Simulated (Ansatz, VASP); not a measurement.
## SnH: VASP beside Ansatz

```
CELL_PARAMETERS angstrom
3.13058 0.00000 0.00000
0.00000 3.13058 0.00000
0.00000 0.00000 3.13672
ATOMIC_POSITIONS crystal
Sn 0.50000 0.50000 0.50000
H 0.00000 0.00000 0.00000
```

Change from the starting cell: species swapped into the VIr type (P4/mmm, No. 123).

Alike in both runs: task relaxation of cell and atoms; functional PBE; k mesh 18 × 18 × 18; occupations gaussian, width 0.1 eV; no spin polarisation.

```csv
,VASP,Ansatz
version,VASP 6.6.1,Ansatz 0.2.0
potentials or method,"VASP PAW PBE potentials, release 64 (Sn_d, H), cutoff 600 eV","scalar-relativistic, plane waves, PAW"
valence electrons in the cell,15,15
```

```tsv
	VASP	Ansatz	Ansatz less VASP
gap on the k mesh at the Fermi level, each at its own relaxed structure (eV)	none	none	-
relaxed volume (Å³/atom)	15.36	15.36	-0.001
relaxed length of the cell vector where the two differ most in proportion (Å)	3.134	3.132	-0.0024
```

A gap of «none» marks a metal or a gap that the smearing closes.
